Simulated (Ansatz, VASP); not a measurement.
## CdHClO in VASP and in Ansatz

File INCAR:

```
SYSTEM = CdHClO
  PREC = Accurate
  ENCUT = 520
  EDIFF = 1E-6
  ISMEAR = 0
  SIGMA = 0.01
  LREAL = .False.
  LASPH = .True.
  NELM = 80
  ALGO = Normal
  ISIF = 2
  LWAVE = .False.
  LCHARG = .False.
  GGA = CA
  NBANDS = 36
```

The input KPOINTS:

```
regular mesh
0
Gamma
  5 5 2
  0 0 0
```

Contents of POSCAR:

```
CdHClO
1.0
    3.6648000000      0.0000000000      0.0000000000
   -1.8324000000      3.1738099000      0.0000000000
    0.0000000000      0.0000000000     10.2305000000
Cd H Cl O
2 2 2 2
Direct
    0.3333333339      0.6666666677      0.0079099995
    0.6666666661      0.3333333323      0.5079099995
    0.0000000000      0.0000000000      0.1800000000
    0.0000000000      0.0000000000      0.6800000000
    0.3333333339      0.6666666677      0.3433000000
    0.6666666661      0.3333333323      0.8433000000
    0.0000000000      0.0000000000      0.0892000000
    0.0000000000      0.0000000000      0.5892000000
```

Input for Ansatz:

```yaml
crystal:
  lattice:
    - [3.6648, 0.0, 0.0]
    - [-1.8324, 3.1738099, 0.0]
    - [0.0, 0.0, 10.2305]
  atoms:
    - { symbol: Cd, position: [0.33333333385846453, 0.6666666677169291, 0.007909999511265335] }
    - { symbol: Cd, position: [0.6666666661415355, 0.3333333322830708, 0.5079099995112654] }
    - { symbol: H, position: [0.0, 0.0, 0.18000000000000002] }
    - { symbol: H, position: [0.0, 0.0, 0.68] }
    - { symbol: Cl, position: [0.33333333385846453, 0.6666666677169291, 0.34330000000000005] }
    - { symbol: Cl, position: [0.6666666661415355, 0.3333333322830708, 0.8432999999999999] }
    - { symbol: O, position: [0.0, 0.0, 0.08920000000000002] }
    - { symbol: O, position: [0.0, 0.0, 0.5892] }
basis:
  ecutwfc: 550.0
  xc_grid: 2
kpoints:
  mp_grid:
    grid: [5, 5, 2]
hamiltonian:
  xc: lda
scf:
  occupations:
    method: fixed
output:
  eigenvalues: true
```

Alike in both runs: task single point; functional LDA; k mesh 5 × 5 × 2; no spin polarisation.

|  | VASP | Ansatz |
| --- | --- | --- |
| version | VASP 6.6.1 | Ansatz 0.2.0 |
| potentials or method | VASP PAW LDA potentials, release 64 (Cd, H, Cl, O), cutoff 520 eV | plane waves, PAW |
| occupations | gaussian, width 0.01 eV | fixed |
| valence electrons in the cell | 52 | 68 |

Ansatz gave:

```
gap on the k mesh at the Fermi level (eV) : 2.32
```

Question: What did VASP give for the same quantities?

Answer: gap on the k mesh at the Fermi level (eV): 2.34.

LDA's correlation is that of Perdew and Zunger in VASP and of Perdew and Wang (1992) in Ansatz. VASP's potentials hold 52 valence electrons a cell and Ansatz's 68, so a difference there can come from the potentials and not from the codes.
